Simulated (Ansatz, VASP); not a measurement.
**Au3Br: VASP beside Ansatz**

```
CELL_PARAMETERS angstrom
6.78156 0.00000 0.00000
-3.39078 5.87301 0.00000
0.00000 0.00000 4.42942
ATOMIC_POSITIONS crystal
Au 0.85392 0.70784 0.25000
Au 0.14608 0.85392 0.75000
Au 0.29216 0.14608 0.25000
Au 0.14608 0.29216 0.75000
Au 0.85392 0.14608 0.25000
Au 0.70784 0.85392 0.75000
Br 0.33333 0.66667 0.25000
Br 0.66667 0.33333 0.75000
```

Alike in both runs: functional PBE; k mesh 6 × 6 × 8; occupations gaussian, width 0.1 eV; no spin polarisation.

Ansatz relaxed the structure, and its values are those at the end. VASP's run is a single point on that final structure, the one shown.

|  | VASP | Ansatz |
| --- | --- | --- |
| version | VASP 6.6.1 | Ansatz 0.2.0 |
| potentials or method | VASP PAW PBE potentials, release 64 (Au, Br), cutoff 520 eV | scalar-relativistic, plane waves, PAW |
| valence electrons in the cell | 80 | 128 |

```csv
,VASP,Ansatz,Ansatz less VASP
gap on the k mesh at the Fermi level (eV),none,none,-
pressure (GPa),-0.1,0.0,+0.12
```

A gap of «none» marks a metal or a gap that the smearing closes. The functional is the same, so the differences come from potentials, cutoffs and numerics. VASP's potentials hold 80 valence electrons a cell and Ansatz's 128, so a difference there can come from the potentials and not from the codes.

Neither program's run includes spin-orbit coupling.
